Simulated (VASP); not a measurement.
## Al6GeH2N6: single point with PBEsol

System: Al6GeH2N6, a slab with vacuum.

```xyz
15
Lattice="5.4456 0.0000 0.0000 -2.7228 5.2852 0.0000 0.0000 0.0000 16.3240" Properties=species:S:1:pos:R:3 pbc="T T T"
Al    3.6304    0.0000    1.0000
Al   -0.3644    2.8175    1.6502
Al    1.2669    0.3703    2.0879
Al    2.2213    3.1455    2.8696
Al    4.0028    0.9321    3.7422
Al   -0.4279    3.9122    4.3187
N     1.2435    3.5228    1.3520
N     4.9378    1.0160    1.9786
N    -1.4658    3.8496    2.7157
N     2.2663    1.3139    3.2872
N     1.4164    4.3367    4.3018
N    -1.0372    2.2947    5.0013
Ge    2.8272    3.9930    5.6250
H     4.7623    1.9985    5.9208
H     2.1027    3.1045    6.6990
```

```
Program                : VASP 6.6.1
Task                   : single point
Functional             : PBEsol
Potentials or basis    : VASP PAW PBE potentials, release 64 (Al, N, Ge_d, H)
Cutoff                 : 520 eV
k mesh                 : 2 × 2 × 1
Occupations            : gaussian, width 0.05 eV
Spin                   : no spin polarisation
Dipole correction      : no
Further INCAR settings : LREAL = Auto; ALGO = Normal; EDIFF = 1e-06; NBANDS = 45
```

```json
{"Largest force": "0.040 eV/Å", "Band gap on the k mesh": "1.25 eV"}
```

Forces on the atoms (eV/Å):
```
Al   0.001  0.023 -0.009
Al  -0.009 -0.018  0.002
Al  -0.011 -0.007  0.003
Al   0.002  0.003 -0.002
Al   0.018 -0.021  0.000
Al   0.014  0.017 -0.008
N    0.008  0.003 -0.008
N    0.003 -0.005  0.004
N   -0.012  0.014 -0.007
N   -0.013  0.005  0.000
N    0.009  0.007 -0.001
N   -0.002 -0.024  0.031
Ge  -0.004  0.000  0.020
H   -0.009 -0.001 -0.013
H    0.005  0.005 -0.010
```

Levels at points of the mesh, in eV from the valence-band top:
```
           k point  band 30  band 31  band 32  band 33  band 34  band 35
(0.00, 0.00, 0.00)    -1.75    -1.52    -0.26     1.84     2.12     2.51
(0.50, 0.00, 0.00)    -1.84    -1.38    -0.06     1.58     2.23     2.54
(0.50, 0.50, 0.00)    -1.43    -1.35    -0.03     1.50     2.05     2.13
(0.00, 0.50, 0.00)    -1.76    -1.25     0.00     1.25     1.89     2.60
```

Run time: 7.4 min on 1 thread of AMD EPYC 7R13 (shared host), peak memory 0.53 GiB.

Caveat: the k points lie up to 0.65 Å⁻¹ apart; the PAW data sets were made with another functional, which shifts forces and pressure a little.
